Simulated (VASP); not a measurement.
A run of VASP 6.6.1:

INCAR

```
SYSTEM = NaF
ALGO     = Normal         ! electronic algorithm
EDIFF    = 1E-6           ! SCF threshold, eV
ENCUT    = 600            ! plane-wave cutoff, eV
GGA      = PS             ! functional
GGA_COMPAT= .False.      
ISIF     = 2              ! what is computed and relaxed
ISMEAR   = 0              ! smearing method
LASPH    = .True.         ! aspherical terms in the spheres
LCHARG   = .True.         ! write CHGCAR
LELF     = .True.         ! ELF
LREAL    = .False.        ! projectors in reciprocal space
LVHAR    = .True.       
LWAVE    = .False.        ! write WAVECAR
NBANDS   = 14             ! bands
NELM     = 120            ! most SCF steps
PREC     = Accurate       ! precision mode
SIGMA    = 0.05           ! smearing width, eV
```

File KPOINTS:

```
k-points
0
Gamma
  6 6 6
  0 0 0
```

Contents of POSCAR:

```
NaF
1.0
    2.8357083821      0.0000000000      0.0000000000
    0.0000000000      2.8357083821      0.0000000000
    0.0000000000      0.0000000000      2.8357083821
Na F
1 1
Direct
    0.0000000000      0.0000000000      0.0000000000
    0.5000000000      0.5000000000      0.5000000000
```

Potentials or basis: VASP PAW PBE potentials, release 64 (Na_pv, F).

The run is started by

```console
$ cat potpaw_PBE.64/Na_pv/POTCAR potpaw_PBE.64/F/POTCAR > POTCAR
$ mpirun -np 1 vasp_std > vasp.out
```

Hardware: 1 thread of Intel Xeon 8259CL, with other jobs on the host.

Task: How long does it take, and how much memory?

Result: Wall time 10 s on 1 thread of Intel Xeon 8259CL, with other jobs on the host, peak memory 0.13 GiB. Counts: scf iterations 12, k points 20.
